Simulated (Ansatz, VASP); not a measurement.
## Two plane-wave programs on MgH

```xyz
2
Lattice="1.4336 -2.9614 0.0000 1.4336 2.9614 0.0000 0.0000 0.0000 3.1505" Properties=species:S:1:pos:R:3 pbc="T T T"
Mg    0.0000    0.0000    0.0000
H     1.4336    0.0000    1.5753
```

Change from the starting cell: species swapped into the BaSr type (Cmmm, No. 65).

Alike in both runs: functional PBE; k mesh 22 × 22 × 18; occupations gaussian, width 0.1 eV; no spin polarisation.

Ansatz relaxed the structure, and its values are those at the end. VASP's run is a single point on that final structure, the one shown.

|  | VASP | Ansatz |
| --- | --- | --- |
| version | VASP 6.6.1 | Ansatz 0.2.0 |
| potentials or method | VASP PAW PBE potentials, release 64 (Mg, H), cutoff 520 eV | scalar-relativistic, plane waves, PAW |
| valence electrons in the cell | 3 | 11 |

```tsv
	VASP	Ansatz	Ansatz less VASP
gap on the k mesh at the Fermi level (eV)	none	none	-
pressure (GPa)	-0.2	0.0	+0.19
```

A gap of «none» marks a metal or a gap that the smearing closes. VASP's potentials hold 3 valence electrons a cell and Ansatz's 11, so a difference there can come from the potentials and not from the codes.
